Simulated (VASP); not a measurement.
A run of VASP 6.6.1 is set up as follows.

The input POSCAR:

```
Rh
1.0
    0.0000000000      1.9015500000      1.8445035000
    1.9015500000      0.0000000000      1.8445035000
    1.9015500000      1.9015500000      0.0000000000
Rh
1
Direct
    0.0000000000      0.0000000000      0.0000000000
```

The input INCAR.step1:

```
SYSTEM = Rh
PREC     = Accurate       ! precision mode
ENCUT    = 680            ! plane-wave cutoff, eV
ISMEAR   = 0              ! smearing method
SIGMA    = 0.15           ! smearing width, eV
LREAL    = .FALSE.        ! projectors in reciprocal space
LASPH    = .TRUE.         ! aspherical terms in the spheres
NELM     = 120            ! most SCF steps
NBANDS   = 14             ! bands
GGA      = PE             ! functional
ALGO     = Normal         ! electronic algorithm
EDIFF    = 1E-5           ! SCF threshold, eV
LWAVE    = .TRUE.         ! write WAVECAR
LCHARG   = .FALSE.        ! write CHGCAR
GGA_COMPAT= .FALSE.
```

INCAR.step2

```
SYSTEM = Rh
PREC     = Accurate       ! precision mode
ENCUT    = 680            ! plane-wave cutoff, eV
EDIFF    = 1E-6           ! SCF threshold, eV
ISMEAR   = 0              ! smearing method
SIGMA    = 0.15           ! smearing width, eV
LREAL    = .FALSE.        ! projectors in reciprocal space
LASPH    = .TRUE.         ! aspherical terms in the spheres
NELM     = 120            ! most SCF steps
ALGO     = Normal         ! electronic algorithm
ISIF     = 2              ! what is computed and relaxed
LWAVE    = .FALSE.        ! write WAVECAR
LCHARG   = .TRUE.         ! write CHGCAR
METAGGA  = R2SCAN         ! meta-GGA
LMIXTAU  = .TRUE.       
LELF     = .TRUE.         ! ELF
LVHAR    = .TRUE.       
NBANDS   = 14             ! bands
ISTART   = 1            
GGA_COMPAT= .FALSE.
```

KPOINTS

```
Automatic mesh
0
G
  8 8 8
  0 0 0
```

Potentials or basis: VASP PAW PBE potentials, release 64 (Rh_sv_GW).

Command:

```console
$ cat potpaw_PBE.64/Rh_sv_GW/POTCAR > POTCAR
$ cp INCAR.step1 INCAR
$ mpirun -np 1 vasp_std > vasp.out
$ cp INCAR.step2 INCAR
$ mpirun -np 1 vasp_std > vasp.out
```

Question: What does it give for the pressure?

Answer: 9.6 GPa.

Question: Predict the band gap on the k mesh.

Answer: Zero (an odd number of electrons rules out a gap without spin polarisation).

Stress tensor (GPa, compression positive):
```
 7.03  0.00  0.00
 0.00  7.03  0.00
 0.00  0.00 14.70
```

Caveat: the k points lie up to 0.36 Å⁻¹ apart, too coarse for converged energies and pressures of a metal; the cell differs from its parent crystal (strain +0.000 along x and y, -0.030 along z); the PAW data sets were made with another functional, which shifts forces and pressure a little.
